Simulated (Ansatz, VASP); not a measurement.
# NiO in VASP and in Ansatz

File INCAR:

```
PREC = Accurate ; ENCUT = 600
EDIFF = 1E-6 ; ISMEAR = 0
SIGMA = 0.02 ; LREAL = F
LASPH = T ; NELM = 200
ALGO = Normal ; ISIF = 2
LWAVE = F ; LCHARG = T
ISPIN = 2 ; MAGMOM = 1.91 0.21
LORBIT = 11 ; LMAXMIX = 4
LDAU = T ; LDAUTYPE = 2
LDAUL = 2 -1 ; LDAUU = 6.2 0
LDAUJ = 0 0 ; LDAUPRINT = 1
GGA = PE ; LELF = T
LVHAR = T ; NBANDS = 23
GGA_COMPAT = F
```

File KPOINTS:

```
regular mesh
0
Gamma
  12 12 12
```

The input POSCAR:

```
NiO
1.0
    0.0000000000      2.1121832580      2.1121832580
    2.1121832580      0.0000000000      2.1121832580
    2.1121832580      2.1121832580      0.0000000000
Ni O
1 1
Direct
    0.0000000000      0.0000000000      0.0000000000
    0.5000000000      0.5000000000      0.5000000000
```

Input for Ansatz:

```yaml
crystal:
  lattice:
    - [0.0, 2.112183258, 2.112183258]
    - [2.112183258, 0.0, 2.112183258]
    - [2.112183258, 2.112183258, 0.0]
  atoms:
    - { symbol: Ni, position: [0.0, 0.0, 0.0], spin: 1.91 }
    - { symbol: O, position: [0.5, 0.5, 0.5], spin: 0.21 }
basis:
  ecutwfc: 420
kpoints:
  mp_grid: { grid: [12, 12, 12] }
hamiltonian:
  xc: pbe
  hubbard: { sites: [{ species: Ni, l: d, u_eff: 6.2 }] }
scf:
  occupations: { method: gaussian, width: 0.02 }
output:
  forces: true
  stress: true
  eigenvalues: true
  populations: true
magnetization:
  spin_polarized: true
```

Alike in both runs: task single point; functional PBE; k mesh 12 × 12 × 12; occupations gaussian, width 0.02 eV; collinear spin; Hubbard terms Ni d U = 6.2 eV.

```csv
,VASP,Ansatz
version,VASP 6.6.1,Ansatz 0.2.0
potentials or method,"VASP PAW PBE potentials, release 64 (Ni_sv_GW, O), cutoff 600 eV","scalar-relativistic, plane waves, PAW"
valence electrons in the cell,24,24
```

|  | VASP | Ansatz | Ansatz less VASP |
| --- | --- | --- | --- |
| gap on the k mesh at the Fermi level (eV) | 2.16 | 2.09 | -0.061 |
| least direct gap on the mesh (eV) | 3.44 | 2.97 | -0.471 |
| pressure (GPa) | 2.0 | 5.9 | +3.89 |
| net moment per atom (μB) | 1.00 | 1.00 | 0.000 |
| size of the moment on the site where the two differ most (μB) | 1.79 | 1.73 | -0.065 |

Site moments also hang on the region over which each program counts them. The programs project onto different local orbitals, so the same U acts differently, and such runs can settle in different states.
